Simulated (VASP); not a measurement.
Wanted: the native input for a VASP 6.6.1 run.

* Task: single point
* Functional: PBEsol
* Potentials or basis: VASP PAW PBE potentials, release 64 (Al, Cu)
* Cutoff: 520 eV
* k mesh: 10 × 10 × 14
* Occupations: gaussian, width 0.15 eV
* Spin: no spin polarisation
* Dipole correction: no
* Further INCAR settings: ALGO = Fast; EDIFF = 1e-06; NBANDS = 16

The structure of Al2Cu lies in POSCAR:

```
Al2Cu
1.0
    4.0842078946      0.0000000000      0.0000000000
    0.0000000000      4.0842078946      0.0000000000
    0.0000000000      0.0000000000      2.8458943809
Al Cu
2 1
Direct
    0.5074638706      0.0000000000      0.5000000000
   -0.1089562558      0.5000000000      0.5000000000
    0.0430935180      0.0000000000      0.0000000000
```

This cell differs from its parent crystal: mode 4 frozen in at -0.445 Å and mode 9 at +0.000 Å (largest displacements).

These files were run (other wordings do the same):

INCAR

```
PREC     = Accurate       # precision mode
ENCUT    = 520            # plane-wave cutoff, eV
EDIFF    = 1E-6           # SCF threshold, eV
ISMEAR   = 0              # smearing method
SIGMA    = 0.15           # smearing width, eV
LREAL    = False          # projectors in reciprocal space
LASPH    = True           # aspherical terms in the spheres
NELM     = 100            # most SCF steps
ALGO     = Fast           # electronic algorithm
ISIF     = 2              # what is computed and relaxed
LWAVE    = False          # write WAVECAR
LCHARG   = False          # write CHGCAR
GGA      = PS             # functional
NBANDS   = 16             # bands
```

KPOINTS

```
Automatic mesh
0
Gamma
  10 10 14
```

Potentials or basis: VASP PAW PBE potentials, release 64 (Al, Cu).

Command:

```sh
$ cat potpaw_PBE.64/Al/POTCAR potpaw_PBE.64/Cu/POTCAR > POTCAR
$ mpirun -np 1 vasp_std > vasp.out
```

It gave:

```json
{
  "Pressure": "3.3 GPa",
  "Largest force": "1.262 eV/Å"
}
```

Caveat: the cell differs from its parent crystal (mode 4 frozen in at -0.445 Å and mode 9 at +0.000 Å (largest displacements)); the PAW data sets were made with another functional, which shifts forces and pressure a little.

It took 96 s on 1 thread of Intel(R) Xeon(R) 6975P-C (Granite Rapids) (shared host), peak memory 0.31 GiB.
